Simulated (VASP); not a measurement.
# Pb (P6_3/mmc) in VASP: single point with PBEsol

Aim: the single point of Pb with PBEsol.

Program: VASP 6.6.1. These are calculated values, not measurements. Logs are shortened: lines on timing, memory, paths and dates and some standing lists are left out, and cuts for length are marked.

## 1. The cell of the first run

It takes space group P6_3/mmc (No. 194, hexagonal). Conventional cell: a = 3.468 Å, b = 3.468 Å, c = 5.571 Å, α = 90.00°, β = 90.00°, γ = 120.00°. Within 4.5 Å of Pb (site symmetry -6m2) lie 12 Pb at 3.43 to 3.47 Å.

This isn't the form of Pb at room conditions, which is fcc.

## 2. Single point, PBEsol (29.02 Å³/atom)

The input, INCAR:

```
ALGO = Normal
EDIFF = 1E-6
ENCUT = 520
GGA = PS
ISIF = 2
ISMEAR = -1
LASPH = T
LCHARG = F
LREAL = F
LWAVE = F
NBANDS = 21
NELM = 60
PREC = Accurate
SIGMA = 0.08
```

The input, KPOINTS:

```
k-points
0
Gamma
  14 14 8
```

The input, POSCAR:

```
Pb
1.0
    3.4683618054      0.0000000000      0.0000000000
   -1.7341809027      3.0036894329      0.0000000000
    0.0000000000      0.0000000000      5.5713042082
Pb
2
Direct
    0.3333333333      0.6666666667      0.2500000000
    0.6666666667      0.3333333333      0.7500000000
```

Potentials or basis: VASP PAW PBE potentials, release 64 (Pb_d).

Command:

```sh
$ cat potpaw_PBE.64/Pb_d/POTCAR > POTCAR
$ mpirun -np 1 vasp_std > vasp.out
```

OUTCAR:

```text
EDIFF = 1E-6
   ENCUT = 520
   GGA = PS
   ISIF = 2
   ISMEAR = -1
   LASPH = T
   LREAL = F
   NELM = 60
   PREC = Accurate

 ion  position               nearest neighbor table
   1  0.333  0.667  0.250-   2 3.43   2 3.43   2 3.43   2 3.43   2 3.43   2 3.43
   2  0.667  0.333  0.750-   1 3.43   1 3.43   1 3.43   1 3.43   1 3.43   1 3.43

  LATTYP: Found a hexagonal cell.
 ALAT       =     3.4683618054
 C/A-ratio  =     1.6063215203

  Lattice vectors:

 A1 = (   3.4683618054,   0.0000000000,   0.0000000000)
 A2 = (  -1.7341809027,   3.0036894329,   0.0000000000)
 A3 = (   0.0000000000,   0.0000000000,   5.5713042082)

Analysis of symmetry for initial positions (statically):
=====================================================================
 Subroutine PRICEL returns:
 Original cell was already a primitive cell.

 Routine SETGRP: Setting up the symmetry group for a
 hexagonal supercell.

 Subroutine GETGRP returns: Found 24 space group operations
 (whereof 12 operations were pure point group operations)
 out of a pool of 24 trial point group operations.

The static configuration has the point symmetry D_3d.
 The point group associated with its full space group is D_6h.

Analysis of symmetry for dynamics (positions and initial velocities):
=====================================================================
 Subroutine PRICEL returns:
 Original cell was already a primitive cell.

 Routine SETGRP: Setting up the symmetry group for a
 hexagonal supercell.

 Subroutine GETGRP returns: Found 24 space group operations
 (whereof 12 operations were pure point group operations)
 out of a pool of 24 trial point group operations.

The dynamic configuration has the point symmetry D_3d.
 The point group associated with its full space group is D_6h.

 Subroutine INISYM returns: Found 24 space group operations
 (whereof 12 operations are pure point group operations),
 and found     1 'primitive' translations

----------------------------------------------------------------------------------------

                                     Primitive cell

  volume of cell :      58.0412

  direct lattice vectors                    reciprocal lattice vectors
     3.468361805  0.000000000  0.000000000     0.288320555  0.166461950  0.000000000
    -1.734180903  3.003689433  0.000000000     0.000000000  0.332923900  0.000000000
     0.000000000  0.000000000  5.571304208     0.000000000  0.000000000  0.179491186

  length of vectors
     3.468361805  3.468361805  5.571304208     0.332923900  0.332923900  0.179491186

  position of ions in fractional coordinates (direct lattice)
     0.333333333  0.666666667  0.250000000
     0.666666667  0.333333333  0.750000000

  ion indices of the primitive-cell ions
   primitive index   ion index
                 1           1
                 2           2

----------------------------------------------------------------------------------------

 KPOINTS: k-points

Automatic generation of k-mesh.
 Grid dimensions read from file:
 generate k-points for:   14   14    8

 Generating k-lattice:

  Cartesian coordinates                     Fractional coordinates (reciprocal lattice)
     0.020594325  0.011890139  0.000000000     0.071428571  0.000000000  0.000000000
     0.000000000  0.023780279  0.000000000     0.000000000  0.071428571  0.000000000
     0.000000000  0.000000000  0.022436398     0.000000000  0.000000000  0.125000000

  Length of vectors
     0.023780279  0.023780279  0.022436398

  Shift w.r.t. Gamma in fractional coordinates (k-lattice)
     0.000000000  0.000000000  0.000000000

 Subroutine IBZKPT returns following result:
 ===========================================

 Found    120 irreducible k-points:

 Following reciprocal coordinates:
            Coordinates               Weight
  0.000000  0.000000  0.000000      1.000000
  0.071429 -0.000000  0.000000      6.000000
  0.142857 -0.000000  0.000000      6.000000
  0.214286  0.000000  0.000000      6.000000
  0.285714  0.000000  0.000000      6.000000
  0.357143  0.000000  0.000000      6.000000
[... 16 lines left out ...]
  0.285714  0.285714  0.000000      6.000000
  0.357143  0.285714  0.000000      6.000000
 [... further k-points ...]
   k-points           NKPTS =    120   k-points in BZ     NKDIM =    120   number of bands    NBANDS=     21
   number of dos      NEDOS =    301   number of ions     NIONS =      2
   total plane-waves  NPLWV =  32928
   dimension x,y,z NGX =    28 NGY =   28 NGZ =   42
   dimension x,y,z NGXF=    56 NGYF=   56 NGZF=   84
   ions per type =               2
   NGX,Y,Z   is equivalent  to a cutoff of  13.42, 13.42, 12.53 a.u.
   NGXF,Y,Z  is equivalent  to a cutoff of  26.84, 26.84, 25.07 a.u.
 SYSTEM =  unknown system
   PREC   = accura    normal or accurate (medium, high low for compatibility)
   ISTART =      0    job   : 0-new  1-cont  2-samecut
   ICHARG =      2    charge: 1-file 2-atom 10-const
   ISPIN  =      1    spin polarized calculation?
   LNONCOLLINEAR =      F non collinear calculations
   LSORBIT =      F    spin-orbit coupling
   LASPH  =      T    aspherical Exc in radial PAW
   ENCUT  =  520.0 eV  38.22 Ry    6.18 a.u.   6.45  6.45 10.36*2*pi/ulx,y,z
   NELM   =     60;   NELMIN=  2; NELMDL= -5     # of ELM steps
   EDIFF  = 0.1E-05   stopping-criterion for ELM
   LREAL  =      F    real-space projection
   EDIFFG = 0.1E-04   stopping-criterion for IOM
   NSW    =      0    number of steps for IOM
   IBRION =     -1    ionic relax: 0-MD 1-quasi-New 2-CG
   NFREE  =      0    steps in history (QN), initial steepest desc. (CG)
   ISIF   =      2    stress and relaxation
   ISYM   =      2    0-nonsym 1-usesym 2-fastsym
   POTIM  = 0.5000    time-step for ionic-motion
   TEBEG  =    0.0;   TEEND  =   0.0 temperature during run
   PSTRESS=    0.0 pullay stress
   NELECT =      28.0000    total number of electrons
   NUPDOWN=      -1.0000    fix difference up-down
   EMIN   =  10.00;   EMAX   =-10.00  energy-range for DOS
   EFERMI =   0.00;   METHOD = LEGACY
   ISMEAR =    -1;   SIGMA  =   0.08  broadening in eV -4-tet -1-fermi 0-gaus
   EFERMI_NEDOS =   21; number of points for ismear=-14 and -15
   IALGO  =     38    algorithm
   IMIX   =      4    mixing-type and parameters
     AMIX     =   0.40;   BMIX     =  1.00
     AMIX_MAG =   1.60;   BMIX_MAG =  1.00
  volume/ion in A,a.u.               =      29.02       195.84
  Fermi-wavevector in a.u.,A,eV,Ry     =   1.283952  2.426317 22.429645  1.648532
  Thomas-Fermi vector in A             =   2.416174
   LORBIT       =      0    0 simple, 1 ext, 2 COOP (PROOUT), +10 PAW based schemes
   GGA     = PS    functional components
   LHFCALC =     F    Hartree Fock is set to
   AEXX    =    0.0000 exact exchange contribution
   IVDW    =     0    specifies the selected vdW correction
   LEPSILON=     F    determine dielectric tensor
   LRPA    =     F    only Hartree local field effects (RPA)
 non-spin polarized calculation
  energy-cutoff  :      520.00
  volume of cell :       58.04
 maximum number of plane-waves:      1579
 NGX is ok and might be reduce to    28
   NGX = 13   NGY = 13   NGZ = 21

 number of electron      28.0000006 magnetization

 Free energy of the ion-electron system (eV)
  ---------------------------------------------------
  ext. energy  EPLUGINS =         0.00000000
  ---------------------------------------------------
  free energy    TOTEN  =        -7.97200376 eV

  energy without entropy =       -7.94769914  energy(sigma->0) =       -7.95985145

 E-fermi :   7.5576     XC(G=0): -10.5556

 val. band max:        7.5545478325   @ k =   0.3571   0.2143   0.0000
 cond. band min:       7.5595462936   @ k =   0.2857   0.0000   0.2500
 fundamental gap:      0.0049984611
 Fermi energy:         7.5575533913

 k-point     1 :       0.0000    0.0000    0.0000
  band No.  band energies     occupation
      1      -9.4680      2.00000
      2      -9.4145      2.00000
      3      -9.4017      2.00000
      4      -9.4017      2.00000
      5      -9.3756      2.00000
      6      -9.3756      2.00000
[... 13 lines left out ...]
     20      16.6376      0.00000
     21      19.1364      0.00000

 k-point     2 :       0.0714   -0.0000    0.0000
  band No.  band energies     occupation
      1      -9.4636      2.00000
      2      -9.4251      2.00000
      3      -9.3884      2.00000
      4      -9.3857      2.00000
      5      -9.3728      2.00000
      6      -9.3628      2.00000
[... 13 lines left out ...]
     20      17.1099      0.00000
     21      18.6927      0.00000

 k-point     3 :       0.1429   -0.0000    0.0000
  band No.  band energies     occupation
      1      -9.4739      2.00000
      2      -9.4193      2.00000
      3      -9.3763      2.00000
      4      -9.3564      2.00000
      5      -9.3513      2.00000
      6      -9.3512      2.00000
[... 13 lines left out ...]
     20      17.9813      0.00000
     21      18.1232      0.00000

 k-point     4 :       0.2143    0.0000    0.0000
  band No.  band energies     occupation
      1      -9.5046      2.00000
      2      -9.4051      2.00000
      3      -9.3858      2.00000
      4      -9.3710      2.00000
      5      -9.3646      2.00000
      6      -9.2971      2.00000
[... 13 lines left out ...]
     20      17.3463      0.00000
     21      18.4889      0.00000

 k-point     5 :       0.2857    0.0000    0.0000
  band No.  band energies     occupation
      1      -9.5385      2.00000
      2      -9.4216      2.00000
      3      -9.4113      2.00000
      4      -9.3914      2.00000
      5      -9.3329      2.00000
      6      -9.2369      2.00000
[... 13 lines left out ...]
     20      16.7505      0.00000
     21      18.3413      0.00000
[... 382 lines left out ...]
     20      18.1459      0.00000
     21      20.3275      0.00000

 k-point    22 :       0.3571    0.2143    0.0000
  band No.  band energies     occupation
      1      -9.5222      2.00000
      2      -9.4722      2.00000
      3      -9.3808      2.00000
      4      -9.3665      2.00000
      5      -9.3019      2.00000
      6      -9.2705      2.00000
[... 13 lines left out ...]
     20      18.0221      0.00000
     21      21.8079      0.00000

 k-point    23 :       0.2857    0.2857    0.0000
  band No.  band energies     occupation
      1      -9.5263      2.00000
      2      -9.4050      2.00000
      3      -9.3993      2.00000
      4      -9.3705      2.00000
      5      -9.3090      2.00000
      6      -9.2548      2.00000
[... 13 lines left out ...]
     20      20.0548      0.00000
     21      20.1965      0.00000

 k-point    24 :       0.3571    0.2857    0.0000
  band No.  band energies     occupation
      1      -9.5336      2.00000
      2      -9.4039      2.00000
      3      -9.3594      2.00000
      4      -9.3567      2.00000
      5      -9.3253      2.00000
      6      -9.2887      2.00000
[... 13 lines left out ...]
     20      20.0588      0.00000
     21      22.0787      0.00000

 [... further k-points ...]
[... 5 lines left out ...]
  --------------------------------------------------------------------------------------
  -------------------------------------------------------------------------------------
  Total        0.2900258      0.2900258      0.9903551     -0.0000000      0.0000000      0.0000000
  in kB        8.0059149      8.0059149     27.3379060     -0.0000000      0.0000000      0.0000000
  external PRESSURE =      14.4499119 kB  Pullay stress =       0.0000000 kB

 VOLUME and BASIS-vectors are now :
 -----------------------------------------------------------------------------
  energy-cutoff  :      520.00
  volume of cell :       58.04
      direct lattice vectors                 reciprocal lattice vectors
     3.468361805  0.000000000  0.000000000     0.288320555  0.166461950  0.000000000
    -1.734180903  3.003689433  0.000000000     0.000000000  0.332923900  0.000000000
     0.000000000  0.000000000  5.571304208     0.000000000  0.000000000  0.179491186

 POSITION                                       TOTAL-FORCE (eV/Angst)
 -----------------------------------------------------------------------------------
     -0.00000      2.00246      1.39283         0.000000      0.000000      0.000000
      1.73418      1.00123      4.17848        -0.000000      0.000000      0.000000
 -----------------------------------------------------------------------------------
    total drift:                               -0.000000      0.000000      0.000000

  FREE ENERGIE OF THE ION-ELECTRON SYSTEM (eV)
  ---------------------------------------------------
  free  energy   TOTEN  =        -7.9720037607 eV

  energy  without entropy=       -7.9476991437  energy(sigma->0) =       -7.95985145
```

It took 2.2 min on 1 thread of Intel Xeon 8259CL, shared host; peak memory 0.25 GiB.

What came out:

```yaml
Free_energy: -7.9720 eV
Pressure: 1.4 GPa
Band_gap_on_the_k_mesh: zero (bands 14 and 15 overlap by 7.52 eV)
```

Caveat: the PAW data sets were made with another functional, which shifts forces and pressure a little; spin-orbit coupling is left out, which moves the levels of the heavy elements.
